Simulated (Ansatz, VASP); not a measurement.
# One calculation of In3GaAs4, two programs

```
CELL_PARAMETERS angstrom
4.06902 0.00000 0.00000
0.00000 4.06902 0.00000
0.00000 0.00000 11.50894
ATOMIC_POSITIONS crystal
In 0.00000 0.00000 0.75000
In 0.00000 0.00000 0.25000
In 0.50000 0.50000 0.00000
Ga 0.50000 0.50000 0.50000
As 0.50000 0.00000 0.37500
As 0.00000 0.50000 0.12500
As 0.50000 0.00000 0.87500
As 0.00000 0.50000 0.62500
```

Alike in both runs: task relaxation of cell and atoms; functional PBE; k mesh 4 × 4 × 2; occupations gaussian, width 0.1 eV; no spin polarisation.

|  | VASP | Ansatz |
| --- | --- | --- |
| version | VASP 6.6.1 | Ansatz 0.2.0 |
| potentials or method | VASP PAW PBE potentials, release 64 (In_d, Ga_d, As), cutoff 600 eV | scalar-relativistic, plane waves, PAW |
| valence electrons in the cell | 72 | 112 |

Ansatz gave:

* gap on the k mesh at the Fermi level, each at its own relaxed structure (eV): none
* relaxed volume (Å³/atom): 28.15
* relaxed cell length with the largest relative difference (Å): 12.069

**Question.** Which values does VASP return?

**Answer.** gap on the k mesh at the Fermi level, each at its own relaxed structure (eV): none; relaxed volume (Å³/atom): 28.20; relaxed cell length with the largest relative difference (Å): 12.043.

A gap of «none» marks a metal or a gap that the smearing closes. VASP's potentials hold 72 valence electrons a cell and Ansatz's 112, so a difference there can come from the potentials and not from the codes.

The k mesh is coarse, so the values compare programs but aren't converged. Noted on VASP's run: the volume moved by over 15 % at a fixed basis, so the end points are rough.
